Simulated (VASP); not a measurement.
Here is a VASP 6.6.1 calculation.

Contents of INCAR:

```
PREC = Accurate
ENCUT = 520
EDIFF = 1E-7
ISMEAR = -1
SIGMA = 0.02
LREAL = F
LASPH = T
NELM = 60
ALGO = Normal
ISIF = 2
LWAVE = F
LCHARG = F
LDIPOL = T
IDIPOL = 3
DIPOL = 0.5 0.5 0.336
GGA = PE
NBANDS = 18
```

The input KPOINTS:

```
Automatic mesh
0
Gamma
  6 8 1
```

The input POSCAR:

```
As
1.0
    4.7592707955      0.0000000000      0.0000000000
    0.0000000000      3.5975600743      0.0000000000
    0.0000000000      0.0000000000     28.2703730404
As
4
Direct
    0.0739131943      0.0000000000      0.3778726487
    0.4260868057      0.5000000000      0.3778726487
    0.5739131943      0.5000000000      0.2942090381
    0.9260868057      0.0000000000      0.2942090381
```

Potentials or basis: VASP PAW PBE potentials, release 64 (As).

Run with:

```sh
$ cat potpaw_PBE.64/As/POTCAR > POTCAR
$ mpirun -np 1 vasp_std > vasp.out
```

(1) Predict the band gap on the k mesh.

(2) What does it give for the largest force?

## Answers

(1) 0.80 eV, direct.

(2) 0.422 eV/Å.

Caveat: the cell differs from its parent crystal (strain -1.0%).
